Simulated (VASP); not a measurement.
Input of a VASP 6.6.1 run:

The input INCAR:

```
SYSTEM = TiO2
PREC = Accurate
ENCUT = 600
EDIFF = 1E-6
ISMEAR = -1
SIGMA = 0.05
LREAL = .FALSE.
LASPH = .TRUE.
NELM = 120
ALGO = Normal
ISIF = 2
LWAVE = .FALSE.
LCHARG = .FALSE.
NBANDS = 60
GGA_COMPAT = .FALSE.
```

KPOINTS

```
Automatic mesh
0
G
  6 6 6
  0 0 0
```

File POSCAR:

```
TiO2
1.0
    4.7304391419      0.0000000000     -0.0067193090
    0.0000000000      4.8212051144      0.0000000000
   -0.8550708272      0.0000000000      4.8717621007
Ti O
4 8
Direct
    0.2796027559      0.0538758757      0.2125492664
    0.7203972441      0.5538758757      0.2874507336
    0.7203972441      0.9461241243      0.7874507336
    0.2796027559      0.4461241243      0.7125492664
    0.0665364582      0.1688247596      0.8431608321
    0.9334635418      0.6688247596      0.6568391679
    0.9334635418      0.8311752404      0.1568391679
    0.0665364582      0.3311752404      0.3431608321
    0.4415966338      0.7587770196      0.4733641049
    0.5584033662      0.2587770196      0.0266358951
    0.5584033662      0.2412229804      0.5266358951
    0.4415966338      0.7412229804      0.9733641049
```

Potentials or basis: VASP PAW LDA potentials, release 64 (Ti_sv, O).

Command:

```bash
$ cat potpaw_LDA.64/Ti_sv/POTCAR potpaw_LDA.64/O/POTCAR > POTCAR
$ mpirun -np 1 vasp_std > vasp.out
```

(1) What does it give for the largest force?

(2) Estimate the pressure.

(3) Predict the band gap on the k mesh.

Answers

(1) 0.078 eV/Å.

(2) 1.2 GPa.

(3) 2.18 eV (least direct gap 2.26 eV).
